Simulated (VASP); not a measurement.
# Pd (P6/mmm) in VASP: further runs

Pd is run at these levels: PBE; tasks: relaxation of cell and atoms.

All numbers are computed with VASP 6.6.1; they aren't measurements. Logs are shortened: lines on timing, memory, paths and dates and some standing lists are left out, and cuts for length are marked.

### 1 The cell of the first run

The structure is hexagonal, space group P6/mmm (No. 191). The conventional cell has a = 2.243 Å, b = 2.243 Å, c = 2.108 Å, α = 90.00°, β = 90.00°, γ = 120.00°. Within 2.8 Å of Pd (site symmetry 6/mmm) lie 8 Pd at 2.11 to 2.24 Å.

This isn't the form of Pd at room conditions, which is fcc.

### 2 Relaxation of cell and atoms, PBE, target pressure 350 GPa, at which the enthalpy is minimised

File INCAR:

```
PREC = Accurate
ENCUT = 600
EDIFF = 1E-6
ISMEAR = -1
SIGMA = 0.05
LREAL = F
LASPH = T
NELM = 100
ALGO = Normal
ISIF = 3
LWAVE = F
LCHARG = F
GGA = PE
IBRION = 2
NSW = 60
EDIFFG = -0.005
PSTRESS = 3500.0
```

File KPOINTS:

```
regular mesh
0
Gamma
  19 19 18
```

File POSCAR:

```
Pd
1.0
    2.2429558770      0.0000000000      0.0000000000
   -1.1214779385      1.9424567690      0.0000000000
    0.0000000000      0.0000000000      2.1083785243
Pd
1
Direct
    0.0000000000      0.0000000000      0.0000000000
```

Potentials or basis: VASP PAW PBE potentials, release 64 (Pd).

Run with:

```console
$ cat potpaw_PBE.64/Pd/POTCAR > POTCAR
$ mpirun -np 1 vasp_std > vasp.out
```

OUTCAR:

```text
PREC = Accurate
   ENCUT = 600
   EDIFF = 1E-6
   ISMEAR = -1
   LREAL = F
   LASPH = T
   NELM = 100
   ISIF = 3
   GGA = PE
   IBRION = 2
   NSW = 60
   EDIFFG = -0.005
   PSTRESS = 3500.0

 ion  position               nearest neighbor table
   1  0.000  0.000  0.000-

  LATTYP: Found a hexagonal cell.
 ALAT       =     2.2429558770
 C/A-ratio  =     0.9400000000

  Lattice vectors:

 A1 = (   2.2429558770,   0.0000000000,   0.0000000000)
 A2 = (  -1.1214779385,   1.9424567690,   0.0000000000)
 A3 = (   0.0000000000,   0.0000000000,   2.1083785243)

Analysis of symmetry for initial positions (statically):
=====================================================================
 Subroutine PRICEL returns:
 Original cell was already a primitive cell.

 Routine SETGRP: Setting up the symmetry group for a
 hexagonal supercell.

 Subroutine GETGRP returns: Found 24 space group operations
 (whereof 24 operations were pure point group operations)
 out of a pool of 24 trial point group operations.

The static configuration has the point symmetry D_6h.

Analysis of symmetry for dynamics (positions and initial velocities):
=====================================================================
 Subroutine PRICEL returns:
 Original cell was already a primitive cell.

 Routine SETGRP: Setting up the symmetry group for a
 hexagonal supercell.

 Subroutine GETGRP returns: Found 24 space group operations
 (whereof 24 operations were pure point group operations)
 out of a pool of 24 trial point group operations.

The dynamic configuration has the point symmetry D_6h.

 Subroutine INISYM returns: Found 24 space group operations
 (whereof 24 operations are pure point group operations),
 and found     1 'primitive' translations

----------------------------------------------------------------------------------------

                                     Primitive cell

  volume of cell :       9.1859

  direct lattice vectors                    reciprocal lattice vectors
     2.242955877  0.000000000  0.000000000     0.445840246  0.257405986  0.000000000
    -1.121477938  1.942456769  0.000000000     0.000000000  0.514811972  0.000000000
     0.000000000  0.000000000  2.108378524     0.000000000  0.000000000  0.474298134

  length of vectors
     2.242955877  2.242955877  2.108378524     0.514811972  0.514811972  0.474298134

[... 95 lines left out ...]
   IALGO  =     38    algorithm
   IMIX   =      4    mixing-type and parameters
     AMIX     =   0.40;   BMIX     =  1.00
     AMIX_MAG =   1.60;   BMIX_MAG =  1.00
  volume/ion in A,a.u.               =       9.19        61.99
  Fermi-wavevector in a.u.,A,eV,Ry     =   1.684100  3.182488 38.588757  2.836194
  Thomas-Fermi vector in A             =   2.767183
   LORBIT       =      0    0 simple, 1 ext, 2 COOP (PROOUT), +10 PAW based schemes
   GGA     = PE    functional components
   LHFCALC =     F    Hartree Fock is set to
   AEXX    =    0.0000 exact exchange contribution
   IVDW    =     0    specifies the selected vdW correction
   LEPSILON=     F    determine dielectric tensor
   LRPA    =     F    only Hartree local field effects (RPA)
 conjugate gradient relaxation of ions
 non-spin polarized calculation
  energy-cutoff  :      600.00
  volume of cell :        9.19
 maximum number of plane-waves:       332
 NGX is ok and might be reduce to    18
   NGX =  9   NGY =  9   NGZ =  9

--------------------------------------- Ionic step        1  -------------------------------------------

 number of electron      10.0000000 magnetization

 Free energy of the ion-electron system (eV)
  ---------------------------------------------------
  ext. energy  EPLUGINS =         0.00000000
  ---------------------------------------------------
  free energy    TOTEN  =         0.04616836 eV

  energy without entropy =        0.04931484  energy(sigma->0) =        0.04774160

------------------------ aborting loop because EDIFF is reached ----------------------------------------

  FORCE on cell =-STRESS in cart. coord.  units (eV):
  Direction    XX          YY          ZZ          XY          YZ          ZX
  --------------------------------------------------------------------------------------
  -------------------------------------------------------------------------------------
  Total       21.4801730     21.4801730     24.0823334      0.0000000      0.0000000     -0.0000000
  in kB     3746.5167698   3746.5167696   4200.3789258      0.0000000      0.0000000     -0.0000000
  external PRESSURE =     397.8041551 kB  Pullay stress =    3500.0000000 kB
[... 94 lines left out ...]
  energy  without entropy=       -0.7217222232  energy(sigma->0) =       -0.72348327

  enthalpy is  TOTEN    =        20.0737259049 eV   P V=       20.7989702217

[... ionic steps 4 to 11 ...]

--------------------------------------- Ionic step       12  -------------------------------------------

 number of electron       9.9999996 magnetization

------------------------ aborting loop because EDIFF is reached ----------------------------------------
[... 69 lines left out ...]
--------------------------------------- Ionic step       14  -------------------------------------------

 number of electron       9.9999996 magnetization

 Free energy of the ion-electron system (eV)
  ---------------------------------------------------
  ext. energy  EPLUGINS =         0.00000000
  ---------------------------------------------------
  free energy    TOTEN  =        -0.52951615 eV

  energy without entropy =       -0.52600367  energy(sigma->0) =       -0.52775991

 E-fermi :  19.9069     XC(G=0): -16.0809

 val. band max:       19.8581503280   @ k =   0.0526   0.0526   0.0000
 cond. band min:      19.9181125335   @ k =   0.3684   0.0526   0.3333
 fundamental gap:      0.0599622055
 Fermi energy:        19.9069489285

 k-point     1 :       0.0000    0.0000    0.0000
  band No.  band energies     occupation
      1       8.6588      2.00000
      2       9.3671      2.00000
      3      13.7762      2.00000
      4      13.7762      2.00000
      5      20.3028      0.00073
      6      20.3028      0.00073
      7      36.1445      0.00000
      8      39.7675      0.00000
      9      43.8121      0.00000
[... 265 lines left out ...]
 k-point    24 :       0.3158    0.1053    0.0000
  band No.  band energies     occupation
      1       9.9170      2.00000
      2      11.3234      2.00000
      3      15.7883      2.00000
      4      16.6459      2.00000
      5      19.2290      2.00000
      6      20.9098      0.00000
      7      33.6179      0.00000
      8      37.6265      0.00000
      9      43.2926      0.00000

 [... further k-points ...]
[... 5 lines left out ...]
  --------------------------------------------------------------------------------------
  -------------------------------------------------------------------------------------
  Total       20.5963127     20.5963127     20.5963875      0.0000000      0.0000000      0.0000000
  in kB     3499.6630122   3499.6630118   3499.6757253      0.0000000      0.0000000      0.0000000
  external PRESSURE =      -0.3327502 kB  Pullay stress =    3500.0000000 kB
[... 20 lines left out ...]
  energy  without entropy=       -0.5260036654  energy(sigma->0) =       -0.52775991

  enthalpy is  TOTEN    =        20.0687797564 eV   P V=       20.5982959099

 reached required accuracy - stopping structural energy minimisation
```

OSZICAR:

```text
N       E                     dE             d eps       ncg     rms          rms(c)
DAV:   1     0.480290717895E+02    0.48029E+02   -0.62263E+03  7232   0.126E+03
[... 94 lines left out ...]
DAV:   4    -0.538493460632E+00    0.87728E-06   -0.12155E-06  6488   0.114E-02
  13 F= 0.20068808E+02 E0= 0.20070561E+02  d E =0.270261E-04
       N       E                     dE             d eps       ncg     rms          rms(c)
DAV:   1    -0.529549672052E+00    0.89447E-02   -0.13213E-03  7297   0.387E-01    0.618E-02
DAV:   2    -0.529521837192E+00    0.27835E-04   -0.43130E-05  7713   0.755E-02    0.247E-02
DAV:   3    -0.529515898728E+00    0.59385E-05   -0.13897E-05  8831   0.370E-02    0.463E-03
DAV:   4    -0.529516153514E+00   -0.25479E-06   -0.72673E-07  4272   0.896E-03
  14 F= 0.20068780E+02 E0= 0.20070536E+02  d E =-.134669E-05
```

Run time: 5.7 min. Hardware: 1 thread of Intel Xeon 8259CL, shared host; peak memory 0.18 GiB.

What came out:

| Item | Value |
| --- | --- |
| Free energy | -0.5295 eV |
| Relaxed volume | 9.43 Å³/atom |
| Relaxed cell | a = 2.250 Å, b = 2.250 Å, c = 2.152 Å, α = 90.00°, β = 90.00°, γ = 120.00° |
| Space group after relaxing (to 0.1 Å) | P6/mmm (No. 191) |
| Energy change on relaxing (the run minimises the enthalpy) | -575.7 meV/atom |
| Ionic steps | 14 |
| Pressure after relaxing | 350.0 GPa |
| Band gap on the k mesh | zero (bands 5 and 6 overlap by 5.72 eV) |

The path:
| step | energy change (eV) | largest force (eV/Å) | pressure (GPa) | volume (Å³) |
| --- | --- | --- | --- | --- |
| 1 | 0.0000 | 0.0000 | 389.78 | 9.19 |
| 2 | -4.0386 | 0.0000 | 93.03 | 12.51 |
| 3 | -0.7714 | 0.0000 | 335.70 | 9.52 |
| 4 | -0.6325 | 0.0000 | 345.38 | 9.46 |
| 5 | -0.6206 | 0.0000 | 346.28 | 9.45 |
| 6 | -0.1610 | 0.0000 | 379.26 | 9.27 |
| 7 | -0.5665 | 0.0000 | 350.69 | 9.42 |
| 8 | -0.5653 | 0.0000 | 350.69 | 9.42 |
| 9 | -0.5642 | 0.0000 | 350.78 | 9.42 |
| 10 | -0.6456 | 0.0000 | 345.08 | 9.46 |
| 11 | -0.5736 | 0.0000 | 350.09 | 9.43 |
| 12 | -0.5733 | 0.0000 | 350.14 | 9.43 |
| 13 | -0.5847 | 0.0000 | 349.30 | 9.43 |
| 14 | -0.5757 | 0.0000 | 349.97 | 9.43 |

Final structure:
```
CELL_PARAMETERS angstrom
2.24953 0.00000 0.00000
-1.12476 1.94815 0.00000
0.00000 0.00000 2.15159
ATOMIC_POSITIONS crystal
Pd 0.00000 0.00000 0.00000
```

Levels at points of the mesh, in eV from the Fermi level:
```
           k point  band 1  band 2  band 3  band 4  band 5  band 6  band 7  band 8  band 9
(0.00, 0.00, 0.00)  -11.25  -10.54   -6.13   -6.13    0.40    0.40   16.24   19.86   23.91
(0.00, 0.00, 0.50)   -8.51   -5.24   -5.24   -3.40   -3.40   -2.10   10.00   20.38   23.97
```

Caveat: the cell is relaxed towards a set pressure, so the run minimises the enthalpy, not the energy.

### 3 Relaxation of cell and atoms, PBE, target pressure 350 GPa, at which the enthalpy is minimised

This run uses another cell than the first one, of 9.46 Å³/atom.

File INCAR:

```
PREC     = Accurate       # precision mode
ENCUT    = 600            # plane-wave cutoff, eV
EDIFF    = 1E-7           # SCF threshold, eV
ISMEAR   = -1             # smearing method
SIGMA    = 0.05           # smearing width, eV
LREAL    = F              # projectors in reciprocal space
LASPH    = T              # aspherical terms in the spheres
NELM     = 60             # most SCF steps
ALGO     = Normal         # electronic algorithm
ISIF     = 3              # what is computed and relaxed
LWAVE    = F              # write WAVECAR
LCHARG   = F              # write CHGCAR
GGA      = PE             # functional
IBRION   = 2              # ionic algorithm
NSW      = 32             # ionic steps
EDIFFG   = -0.005         # ionic threshold
PSTRESS  = 3500.0
```

File KPOINTS:

```
Automatic mesh
0
Gamma
  19 19 18
```

File POSCAR:

```
Pd
1.0
    2.2502401532      0.0000000000      0.0000000000
   -1.1251200766      1.9487651373      0.0000000000
    0.0000000000      0.0000000000      2.1577526688
Pd
1
Direct
    0.0000000000      0.0000000000      0.0000000000
```

Potentials or basis: VASP PAW PBE potentials, release 64 (Pd).

Run with:

```console
$ cat potpaw_PBE.64/Pd/POTCAR > POTCAR
$ mpirun -np 1 vasp_std > vasp.out
```

OUTCAR:

```text
PREC = Accurate
   ENCUT = 600
   EDIFF = 1E-7
   ISMEAR = -1
   LREAL = F
   LASPH = T
   NELM = 60
   ISIF = 3
   GGA = PE
   IBRION = 2
   NSW = 32
   EDIFFG = -0.005
   PSTRESS = 3500.0

 ion  position               nearest neighbor table
   1  0.000  0.000  0.000-

  LATTYP: Found a hexagonal cell.
 ALAT       =     2.2502401532
 C/A-ratio  =     0.9588988383

  Lattice vectors:

 A1 = (   2.2502401532,   0.0000000000,   0.0000000000)
 A2 = (  -1.1251200766,   1.9487651373,   0.0000000000)
 A3 = (   0.0000000000,   0.0000000000,   2.1577526688)

Analysis of symmetry for initial positions (statically):
=====================================================================
 Subroutine PRICEL returns:
 Original cell was already a primitive cell.

 Routine SETGRP: Setting up the symmetry group for a
 hexagonal supercell.

 Subroutine GETGRP returns: Found 24 space group operations
 (whereof 24 operations were pure point group operations)
 out of a pool of 24 trial point group operations.

The static configuration has the point symmetry D_6h.

[... 164 lines left out ...]

  FORCE on cell =-STRESS in cart. coord.  units (eV):
  Direction    XX          YY          ZZ          XY          YZ          ZX
  --------------------------------------------------------------------------------------
  -------------------------------------------------------------------------------------
  Total       20.4950916     20.4950916     20.1368134     -0.0000000      0.0000000      0.0000000
  in kB     3470.3271017   3470.3271017   3409.6617136     -0.0000000      0.0000000      0.0000000
  external PRESSURE =     -49.8946943 kB  Pullay stress =    3500.0000000 kB
[... 172 lines left out ...]
--------------------------------------- Ionic step        6  -------------------------------------------

 number of electron       9.9999996 magnetization

 Free energy of the ion-electron system (eV)
  ---------------------------------------------------
  ext. energy  EPLUGINS =         0.00000000
  ---------------------------------------------------
  free energy    TOTEN  =        -0.52984926 eV

  energy without entropy =       -0.52633688  energy(sigma->0) =       -0.52809307

 E-fermi :  19.9070     XC(G=0): -16.0809

 val. band max:       19.8581732013   @ k =   0.0526   0.0526   0.0000
 cond. band min:      19.9182194161   @ k =   0.3684   0.0526   0.3333
 fundamental gap:      0.0600462148
 Fermi energy:        19.9070477036

 k-point     1 :       0.0000    0.0000    0.0000
  band No.  band energies     occupation
      1       8.6590      2.00000
      2       9.3671      2.00000
      3      13.7763      2.00000
      4      13.7763      2.00000
      5      20.3029      0.00073
      6      20.3029      0.00073
      7      36.1446      0.00000
      8      39.7676      0.00000
      9      43.8124      0.00000
[... 265 lines left out ...]
 k-point    24 :       0.3158    0.1053    0.0000
  band No.  band energies     occupation
      1       9.9170      2.00000
      2      11.3235      2.00000
      3      15.7884      2.00000
      4      16.6459      2.00000
      5      19.2290      2.00000
      6      20.9100      0.00000
      7      33.6181      0.00000
      8      37.6267      0.00000
      9      43.2927      0.00000

 [... further k-points ...]
[... 5 lines left out ...]
  --------------------------------------------------------------------------------------
  -------------------------------------------------------------------------------------
  Total       20.5981799     20.5981799     20.5970721      0.0000000     -0.0000000      0.0000000
  in kB     3499.9856291   3499.9856292   3499.7973811      0.0000000     -0.0000000      0.0000000
  external PRESSURE =      -0.0771202 kB  Pullay stress =    3500.0000000 kB
[... 20 lines left out ...]
  energy  without entropy=       -0.5263368822  energy(sigma->0) =       -0.52809307

  enthalpy is  TOTEN    =        20.0684152560 eV   P V=       20.5982645139

 reached required accuracy - stopping structural energy minimisation
```

Wall time 3.1 min (1 thread of Intel Xeon 8259CL, shared host); peak memory 0.17 GiB.

What came out:

- Free energy: -0.5298 eV
- Relaxed volume: 9.43 Å³/atom
- Relaxed cell: a = 2.250 Å, b = 2.250 Å, c = 2.152 Å, α = 90.00°, β = 90.00°, γ = 120.00°
- Space group after relaxing (to 0.1 Å): P6/mmm (No. 191)
- Energy change on relaxing (the run minimises the enthalpy): +71.2 meV/atom
- Ionic steps: 6
- Pressure after relaxing: 350.0 GPa
- Band gap on the k mesh: zero (bands 5 and 6 overlap by 5.72 eV)

Step by step:
```csv
step,energy change (eV),largest force (eV/Å),pressure (GPa),volume (Å³)
1,0.0000,0.0000,345.01,9.46
2,0.9495,0.0000,411.88,9.06
3,0.0774,0.0000,350.50,9.43
4,0.0796,0.0000,350.66,9.43
5,0.0247,0.0000,346.31,9.45
6,0.0712,0.0000,349.99,9.43
```

Final structure:
```yaml
crystal:
  lattice:
    - [2.24952, 0.00000, 0.00000]
    - [-1.12476, 1.94814, 0.00000]
    - [0.00000, 0.00000, 2.15160]
  atoms:
    - { symbol: Pd, position: [0.00000, 0.00000, 0.00000] }
```

Caveat: the cell is relaxed towards a set pressure, so the run minimises the enthalpy, not the energy.

The gap in the log of VASP goes by the Fermi energy; the results here count the filled bands.